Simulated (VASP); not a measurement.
Write the native input for VASP 6.6.1 that does the following.

```
Task                   : single point
Functional             : r2SCAN
Potentials or basis    : VASP PAW PBE potentials, release 64 (B, P)
Cutoff                 : 520 eV
k mesh                 : 12 × 12 × 12
Occupations            : gaussian, width 0.05 eV
Spin                   : no spin polarisation
Dipole correction      : no
Further INCAR settings : ALGO = Normal; EDIFF = 1e-06; NBANDS = 11
```

Crystal: BP.

```xyz
2
Lattice="0.0000 2.4649 1.9226 2.4649 0.0000 1.9226 2.4649 2.4649 0.0000" Properties=species:S:1:pos:R:3 pbc="T T T"
B     0.0000    0.0000    0.0000
P     3.6974    3.6974    2.8840
```

This cell differs from its parent crystal: ratio of the length along z to the lengths across it x 0.78, volume and fractional coordinates fixed.

One way to write it, as run:

POSCAR

```
BP
1.0
    0.0000000000      2.4649207550      1.9226381889
    2.4649207550      0.0000000000      1.9226381889
    2.4649207550      2.4649207550      0.0000000000
B P
1 1
Direct
    0.0000000000      0.0000000000      0.0000000000
    0.7500000000      0.7500000000      0.7500000000
```

INCAR.step1

```
PREC = Accurate ; ENCUT = 520
ISMEAR = 0 ; SIGMA = 0.05
LREAL = False ; LASPH = True
NELM = 80 ; NBANDS = 11
GGA = PE ; ALGO = Normal
EDIFF = 1E-4 ; LWAVE = True
LCHARG = False
```

INCAR.step2

```
PREC = Accurate ; ENCUT = 520
EDIFF = 1E-6 ; ISMEAR = 0
SIGMA = 0.05 ; LREAL = False
LASPH = True ; NELM = 80
ALGO = Normal ; ISIF = 2
LWAVE = False ; LCHARG = False
METAGGA = R2SCAN ; LMIXTAU = True
NBANDS = 11 ; ISTART = 1
```

KPOINTS

```
regular mesh
0
Gamma
  12 12 12
```

Potentials or basis: VASP PAW PBE potentials, release 64 (B, P).

Launch:

```sh
$ cat potpaw_PBE.64/B/POTCAR potpaw_PBE.64/P/POTCAR > POTCAR
$ cp INCAR.step1 INCAR
$ mpirun -np 1 vasp_std > vasp.out
$ cp INCAR.step2 INCAR
$ mpirun -np 1 vasp_std > vasp.out
```

Results of the run:

The pressure is -2.4 GPa and the band gap on the k mesh is zero (bands 4 and 5 overlap by 2.13 eV).

Caveat: the stress differs along the axes, from -17 to 27 GPa; the PAW data sets were made with another functional, which shifts forces and pressure a little.

It took 50 s on 1 thread of Intel(R) Xeon(R) 6975P-C (Granite Rapids), on a shared host, peak memory 0.17 GiB.
